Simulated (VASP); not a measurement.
# WC (P-6m2) in VASP: electric field gradients with PBEsol

Aim: the electric field gradients of WC with PBEsol.

Program: VASP 6.6.1. These are calculated values, not measurements. Logs are shortened: lines on timing, memory, paths and dates and some standing lists are left out, and cuts for length are marked.

## 1. The cell of the first run

Symmetry: P-6m2, No. 187, hexagonal system. Conventional cell: a = 2.959 Å, b = 2.959 Å, c = 2.829 Å, α = 90.00°, β = 90.00°, γ = 120.00°. Within 3.0 Å of W (site symmetry -6m2) lie 6 C at 2.22 Å and 8 W at 2.83 to 2.96 Å. Within 3.0 Å of C (site symmetry -6m2) lie 6 W at 2.22 Å and 8 C at 2.83 to 2.96 Å.

## 2. Electric field gradients, PBEsol (equal xx and yy strain of +2 %)

The input, INCAR:

```
SYSTEM = WC
ALGO = Normal
EDIFF = 1E-8
ENCUT = 1000
GGA = PS
GGA_COMPAT = .FALSE.
ISIF = 2
ISMEAR = -1
LASPH = .TRUE.
LCHARG = .FALSE.
LEFG = .TRUE.
LREAL = .FALSE.
LWAVE = .FALSE.
NBANDS = 16
NELM = 120
PREC = Accurate
SIGMA = 0.05
```

The input, KPOINTS:

```
k-points
0
G
  13 13 12
  0 0 0
```

The input, POSCAR:

```
WC
1.0
    2.9585114647      0.0000000000      0.0000000000
   -1.4792557324      2.5621460858      0.0000000000
    0.0000000000      0.0000000000      2.8290000000
W C
1 1
Direct
    0.0000000000      0.0000000000      0.0000000000
    0.6666666667      0.3333333333      0.5000000000
```

Potentials or basis: VASP PAW PBE potentials, release 64 (W_sv, C_h).

Command:

```console
$ cat potpaw_PBE.64/W_sv/POTCAR potpaw_PBE.64/C_h/POTCAR > POTCAR
$ mpirun -np 1 vasp_std > vasp.out
```

OUTCAR:

```text
SYSTEM = WC
   EDIFF = 1E-8
   ENCUT = 1000
   GGA = PS
   ISIF = 2
   ISMEAR = -1
   LASPH = .TRUE.
   LREAL = .FALSE.
   NELM = 120
   PREC = Accurate

 ion  position               nearest neighbor table
   1  0.000  0.000  0.000-   2 2.22   2 2.22   2 2.22   2 2.22   2 2.22   2 2.22
   2  0.667  0.333  0.500-   1 2.22   1 2.22   1 2.22   1 2.22   1 2.22   1 2.22

  LATTYP: Found a hexagonal cell.
 ALAT       =     2.9585114647
 C/A-ratio  =     0.9562241126

  Lattice vectors:

 A1 = (   2.9585114647,   0.0000000000,   0.0000000000)
 A2 = (  -1.4792557324,   2.5621460858,   0.0000000000)
 A3 = (   0.0000000000,   0.0000000000,   2.8290000000)

Analysis of symmetry for initial positions (statically):
=====================================================================
 Subroutine PRICEL returns:
 Original cell was already a primitive cell.

 Routine SETGRP: Setting up the symmetry group for a
 hexagonal supercell.

 Subroutine GETGRP returns: Found 12 space group operations
 (whereof 12 operations were pure point group operations)
 out of a pool of 24 trial point group operations.

The static configuration has the point symmetry D_3h.

Analysis of symmetry for dynamics (positions and initial velocities):
=====================================================================
 Subroutine PRICEL returns:
 Original cell was already a primitive cell.

 Routine SETGRP: Setting up the symmetry group for a
 hexagonal supercell.

 Subroutine GETGRP returns: Found 12 space group operations
 (whereof 12 operations were pure point group operations)
 out of a pool of 24 trial point group operations.

The dynamic configuration has the point symmetry D_3h.

 Subroutine INISYM returns: Found 12 space group operations
 (whereof 12 operations are pure point group operations),
 and found     1 'primitive' translations

----------------------------------------------------------------------------------------

                                     Primitive cell

  volume of cell :      21.4442

  direct lattice vectors                    reciprocal lattice vectors
     2.958511465  0.000000000  0.000000000     0.338007816  0.195148904  0.000000000
    -1.479255732  2.562146086  0.000000000     0.000000000  0.390297808  0.000000000
     0.000000000  0.000000000  2.829000000     0.000000000  0.000000000  0.353481796

  length of vectors
     2.958511465  2.958511465  2.829000000     0.390297808  0.390297808  0.353481796

  position of ions in fractional coordinates (direct lattice)
     0.000000000  0.000000000  0.000000000
     0.666666667  0.333333333  0.500000000

  ion indices of the primitive-cell ions
   primitive index   ion index
                 1           1
                 2           2

----------------------------------------------------------------------------------------

 KPOINTS: k-points

Automatic generation of k-mesh.
 Grid dimensions read from file:
 generate k-points for:   13   13   12

 Generating k-lattice:

  Cartesian coordinates                     Fractional coordinates (reciprocal lattice)
     0.026000601  0.015011454  0.000000000     0.076923077  0.000000000  0.000000000
     0.000000000  0.030022908  0.000000000     0.000000000  0.076923077  0.000000000
     0.000000000  0.000000000  0.029456816     0.000000000  0.000000000  0.083333333

  Length of vectors
     0.030022908  0.030022908  0.029456816

  Shift w.r.t. Gamma in fractional coordinates (k-lattice)
     0.000000000  0.000000000  0.000000000

 Subroutine IBZKPT returns following result:
 ===========================================

 Found    147 irreducible k-points:

 Following reciprocal coordinates:
            Coordinates               Weight
  0.000000  0.000000  0.000000      1.000000
  0.076923  0.000000  0.000000      6.000000
  0.153846  0.000000  0.000000      6.000000
  0.230769 -0.000000  0.000000      6.000000
  0.307692  0.000000  0.000000      6.000000
  0.384615  0.000000  0.000000      6.000000
[... 16 lines left out ...]
  0.076923  0.000000  0.083333     12.000000
  0.153846  0.000000  0.083333     12.000000
 [... further k-points ...]
   k-points           NKPTS =    147   k-points in BZ     NKDIM =    147   number of bands    NBANDS=     16
   number of dos      NEDOS =    301   number of ions     NIONS =      2
   total plane-waves  NPLWV =  30720
   dimension x,y,z NGX =    32 NGY =   32 NGZ =   30
   dimension x,y,z NGXF=    64 NGYF=   64 NGZF=   60
   ions per type =               1   1
   NGX,Y,Z   is equivalent  to a cutoff of  17.98, 17.98, 17.63 a.u.
   NGXF,Y,Z  is equivalent  to a cutoff of  35.96, 35.96, 35.26 a.u.
 SYSTEM =  WC
   PREC   = accura    normal or accurate (medium, high low for compatibility)
   ISTART =      0    job   : 0-new  1-cont  2-samecut
   ICHARG =      2    charge: 1-file 2-atom 10-const
   ISPIN  =      1    spin polarized calculation?
   LNONCOLLINEAR =      F non collinear calculations
   LSORBIT =      F    spin-orbit coupling
   LASPH  =      T    aspherical Exc in radial PAW
   ENCUT  = 1000.0 eV  73.50 Ry    8.57 a.u.   7.63  7.63  7.29*2*pi/ulx,y,z
   NELM   =    120;   NELMIN=  2; NELMDL= -5     # of ELM steps
   EDIFF  = 0.1E-07   stopping-criterion for ELM
   LREAL  =      F    real-space projection
   EDIFFG = 0.1E-06   stopping-criterion for IOM
   NSW    =      0    number of steps for IOM
   IBRION =     -1    ionic relax: 0-MD 1-quasi-New 2-CG
   NFREE  =      0    steps in history (QN), initial steepest desc. (CG)
   ISIF   =      2    stress and relaxation
   ISYM   =      2    0-nonsym 1-usesym 2-fastsym
   POTIM  = 0.5000    time-step for ionic-motion
   TEBEG  =    0.0;   TEEND  =   0.0 temperature during run
   PSTRESS=    0.0 pullay stress
   NELECT =      18.0000    total number of electrons
   NUPDOWN=      -1.0000    fix difference up-down
   EMIN   =  10.00;   EMAX   =-10.00  energy-range for DOS
   EFERMI =   0.00;   METHOD = LEGACY
   ISMEAR =    -1;   SIGMA  =   0.05  broadening in eV -4-tet -1-fermi 0-gaus
   EFERMI_NEDOS =   21; number of points for ismear=-14 and -15
   IALGO  =     38    algorithm
   IMIX   =      4    mixing-type and parameters
     AMIX     =   0.40;   BMIX     =  1.00
     AMIX_MAG =   1.60;   BMIX_MAG =  1.00
  volume/ion in A,a.u.               =      10.72        72.36
  Fermi-wavevector in a.u.,A,eV,Ry     =   1.544290  2.918286 32.447620  2.384833
  Thomas-Fermi vector in A             =   2.649832
   LORBIT       =      0    0 simple, 1 ext, 2 COOP (PROOUT), +10 PAW based schemes
   GGA     = PS    functional components
   LHFCALC =     F    Hartree Fock is set to
   AEXX    =    0.0000 exact exchange contribution
   IVDW    =     0    specifies the selected vdW correction
   LEPSILON=     F    determine dielectric tensor
   LRPA    =     F    only Hartree local field effects (RPA)
 non-spin polarized calculation
  energy-cutoff  :     1000.00
  volume of cell :       21.44
 maximum number of plane-waves:      1565
 NGX is ok and might be reduce to    32
   NGX = 15   NGY = 15   NGZ = 15

 number of electron      18.0000000 magnetization

 Free energy of the ion-electron system (eV)
  ---------------------------------------------------
  ext. energy  EPLUGINS =         0.00000000
  ---------------------------------------------------
  free energy    TOTEN  =       -23.86238835 eV

  energy without entropy =      -23.85965200  energy(sigma->0) =      -23.86102017

 E-fermi :  10.7937     XC(G=0): -13.7796

 val. band max:       10.7933881006   @ k =   0.0769   0.0769   0.4167
 cond. band min:      10.8085155299   @ k =   0.0769   0.0769   0.5000
 fundamental gap:      0.0151274293
 Fermi energy:        10.7936962321

 k-point     1 :       0.0000    0.0000    0.0000
  band No.  band energies     occupation
      1     -63.2073      2.00000
      2     -27.1476      2.00000
      3     -27.1278      2.00000
      4     -27.1278      2.00000
      5      -3.3937      2.00000
      6       6.6690      2.00000
[... 8 lines left out ...]
     15      24.8949      0.00000
     16      27.0450      0.00000

 k-point     2 :       0.0769    0.0000    0.0000
  band No.  band energies     occupation
      1     -63.2047      2.00000
      2     -27.1691      2.00000
      3     -27.1424      2.00000
      4     -27.1372      2.00000
      5      -3.2460      2.00000
      6       6.6768      2.00000
[... 8 lines left out ...]
     15      24.5716      0.00000
     16      27.3558      0.00000

 k-point     3 :       0.1538    0.0000    0.0000
  band No.  band energies     occupation
      1     -63.1974      2.00000
      2     -27.2822      2.00000
      3     -27.1632      2.00000
      4     -27.1281      2.00000
      5      -2.8237      2.00000
      6       6.2853      2.00000
[... 8 lines left out ...]
     15      24.2290      0.00000
     16      28.2194      0.00000

 k-point     4 :       0.2308   -0.0000    0.0000
  band No.  band energies     occupation
      1     -63.1871      2.00000
      2     -27.4385      2.00000
      3     -27.1997      2.00000
      4     -27.1078      2.00000
      5      -2.1881      2.00000
      6       5.5445      2.00000
[... 8 lines left out ...]
     15      24.3580      0.00000
     16      28.8337      0.00000

 k-point     5 :       0.3077    0.0000    0.0000
  band No.  band energies     occupation
      1     -63.1762      2.00000
      2     -27.6006      2.00000
      3     -27.2381      2.00000
      4     -27.0862      2.00000
      5      -1.4387      2.00000
      6       4.8243      2.00000
[... 8 lines left out ...]
     15      25.0730      0.00000
     16      27.3662      0.00000

 k-point     6 :       0.3846    0.0000    0.0000
  band No.  band energies     occupation
      1     -63.1671      2.00000
      2     -27.7321      2.00000
      3     -27.2697      2.00000
      4     -27.0682      2.00000
      5      -0.7227      2.00000
      6       4.2523      2.00000
[... 8 lines left out ...]
     15      24.5991      0.00000
     16      27.1605      0.00000
[... 267 lines left out ...]
 k-point    21 :       0.3077    0.3077    0.0000
  band No.  band energies     occupation
      1     -63.1560      2.00000
      2     -27.6613      2.00000
      3     -27.5490      2.00000
      4     -27.0463      2.00000
      5       0.4447      2.00000
      6       4.2957      2.00000
[... 8 lines left out ...]
     15      25.6171      0.00000
     16      26.4337      0.00000

 k-point    22 :       0.0000    0.0000    0.0833
  band No.  band energies     occupation
      1     -63.2045      2.00000
      2     -27.2001      2.00000
      3     -27.1232      2.00000
      4     -27.1232      2.00000
      5      -3.2263      2.00000
      6       6.6014      2.00000
[... 8 lines left out ...]
     15      25.2913      0.00000
     16      27.1013      0.00000

 k-point    23 :       0.0769    0.0000    0.0833
  band No.  band energies     occupation
      1     -63.2019      2.00000
      2     -27.1952      2.00000
      3     -27.1638      2.00000
      4     -27.1325      2.00000
      5      -3.0821      2.00000
      6       6.6486      2.00000
[... 8 lines left out ...]
     15      24.7575      0.00000
     16      27.3733      0.00000

 k-point    24 :       0.1538    0.0000    0.0833
  band No.  band energies     occupation
      1     -63.1946      2.00000
      2     -27.2774      2.00000
      3     -27.1794      2.00000
      4     -27.1584      2.00000
      5      -2.6708      2.00000
      6       6.3666      2.00000
[... 8 lines left out ...]
     15      24.1628      0.00000
     16      28.1467      0.00000

 [... further k-points ...]

------------------------ aborting loop because EDIFF is reached ----------------------------------------

  FORCE on cell =-STRESS in cart. coord.  units (eV):
  Direction    XX          YY          ZZ          XY          YZ          ZX
  --------------------------------------------------------------------------------------
  -------------------------------------------------------------------------------------
  Total       -2.3317368     -2.3317368     -0.8420507      0.0000000     -0.0000000      0.0000000
  in kB     -174.2127810   -174.2127810    -62.9127587      0.0000000     -0.0000000      0.0000000
  external PRESSURE =    -137.1127736 kB  Pullay stress =       0.0000000 kB

 VOLUME and BASIS-vectors are now :
 -----------------------------------------------------------------------------
  energy-cutoff  :     1000.00
  volume of cell :       21.44
      direct lattice vectors                 reciprocal lattice vectors
     2.958511465  0.000000000  0.000000000     0.338007816  0.195148904  0.000000000
    -1.479255732  2.562146086  0.000000000     0.000000000  0.390297808  0.000000000
     0.000000000  0.000000000  2.829000000     0.000000000  0.000000000  0.353481796

 POSITION                                       TOTAL-FORCE (eV/Angst)
 -----------------------------------------------------------------------------------
      0.00000      0.00000      0.00000        -0.000000      0.000000      0.000000
      1.47926      0.85405      1.41450         0.000000     -0.000000      0.000000
 -----------------------------------------------------------------------------------
    total drift:                               -0.000000      0.000000      0.000000

  FREE ENERGIE OF THE ION-ELECTRON SYSTEM (eV)
  ---------------------------------------------------
  free  energy   TOTEN  =       -23.8623883495 eV

  energy  without entropy=      -23.8596519984  energy(sigma->0) =      -23.86102017

 Electric field gradients (V/A^2)
---------------------------------------------------------------------
 ion       V_xx      V_yy      V_zz      V_xy      V_xz      V_yz
---------------------------------------------------------------------
   1      85.331    85.331  -170.662     0.000    -0.000    -0.000
   2       0.346     0.346    -0.692     0.000     0.000    -0.000
---------------------------------------------------------------------

 Electric field gradients after diagonalization (V/A^2)
 (convention: |V_zz| > |V_xx| > |V_yy|)
----------------------------------------------------------------------
 ion       V_xx      V_yy      V_zz     asymmetry (V_yy - V_xx)/ V_zz
----------------------------------------------------------------------
   1      85.331    85.331  -170.662       0.000
   2       0.346     0.346    -0.692       0.000
----------------------------------------------------------------------

           NMR quadrupolar parameters

 Cq : quadrupolar parameter    Cq=e*Q*V_zz/h
 eta: asymmetry parameters     (V_yy - V_xx)/ V_zz
 Q  : nuclear electric quadrupole moment in mb (millibarn)
----------------------------------------------------------------------
 ion       Cq(MHz)       eta       Q (mb)
----------------------------------------------------------------------
   1      -0.413       0.000       1.000
   2      -0.002       0.000       1.000
----------------------------------------------------------------------
```

Wall time 1.8 min (1 thread of AMD EPYC 7R43 (Zen 3), shared host); peak memory 0.25 GiB.

Results:

| Quantity | Value |
| --- | --- |
| Free energy | -23.8624 eV |
| Pressure | -13.7 GPa |
| Band gap on the k mesh | zero (bands 9 and 10 overlap by 1.20 eV) |
| Largest electric field gradient by atom | W -170.7; C -0.7 V/Å² |

Levels at points of the mesh, in eV from the Fermi level:
| k point | band 5 | band 6 | band 7 | band 8 | band 9 | band 10 | band 11 | band 12 | band 13 | band 14 |
| --- | --- | --- | --- | --- | --- | --- | --- | --- | --- | --- |
| (0.00, 0.00, 0.00) | -14.19 | -4.12 | -3.34 | -3.34 | 0.31 | 3.12 | 3.12 | 5.55 | 5.55 | 6.00 |
| (0.00, 0.00, 0.50) | -10.20 | -8.43 | -2.11 | -2.11 | -0.54 | -0.54 | 3.91 | 4.34 | 4.34 | 9.81 |

Electric field gradients, principal values (V/Å²):
```csv
atom,least,middle,greatest (by size)
1 W,85.331,85.331,-170.662
2 C,0.346,0.346,-0.692
```

Caveat: the cell differs from its parent crystal (equal xx and yy strain of +2 %); the stress differs along the axes, from -17 to -6 GPa; without QUAD_EFG the Cq values of the log hold for a quadrupole moment of 1 mb, not for the nuclei; the PAW data sets were made with another functional, which shifts forces and pressure a little; spin-orbit coupling is left out, which moves the levels of the heavy elements.
